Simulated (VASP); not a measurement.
# Mo: single point with PBE

The system is Mo.

```xyz
1
Lattice="-1.6381 1.6381 1.4644 1.6381 -1.6381 1.4644 1.6381 1.6381 -1.4644" Properties=species:S:1:pos:R:3 pbc="T T T"
Mo    0.0000    0.0000    0.0000
```

This cell differs from its parent crystal: strain +e along x and -e along y +0.0000, strain +e along z and -e/2 along x and y -0.0733.

| Quantity | Value |
| --- | --- |
| Program | VASP 6.6.1 |
| Task | single point |
| Functional | PBE |
| Potentials or basis | VASP PAW PBE potentials, release 64 (Mo_sv) |
| Cutoff | 520 eV |
| k mesh | 20 × 20 × 20 |
| Occupations | gaussian, width 0.15 eV |
| Spin | no spin polarisation |
| Dipole correction | no |
| Further INCAR settings | ALGO = Normal; EDIFF = 1e-06; NBANDS = 13 |

```yaml
Pressure: 3.3 GPa
Band_gap_on_the_k_mesh: zero (band 7 reaches 16.38 eV, above the bottom of band 8 at 11.35 eV)
```

Stress tensor (GPa, compression positive):
```
-7.06  0.00  0.00
 0.00 -7.06  0.00
 0.00  0.00 23.99
```

Levels at points of the mesh, in eV from the Fermi level:
```
           k point  band 3  band 4  band 5  band 6  band 7  band 8  band 9  band 10  band 11  band 12
(0.00, 0.00, 0.00)  -34.54  -34.45   -7.18   -2.12   -0.74   -0.74    0.69     2.42    14.26    14.26
(0.50, 0.00, 0.00)  -34.99  -34.59   -5.30   -3.73    1.60    2.01    3.28     4.68    11.90    12.01
(0.50, 0.50, 0.00)  -34.80  -34.48   -5.15   -2.31    0.57    1.06    1.82     4.57    10.91    12.40
(0.50, 0.50, 0.50)  -35.56  -35.19   -5.49   -5.22    3.90    3.90    4.26     8.09     8.09    11.10
```

It took 100 s on 1 thread of AMD EPYC 7R43 64-Core Processor (Zen 3), with other jobs on the host, peak memory 0.19 GiB.

Caveat: the cell differs from its parent crystal (strain +e along x and -e along y +0.0000, strain +e along z and -e/2 along x and y -0.0733).
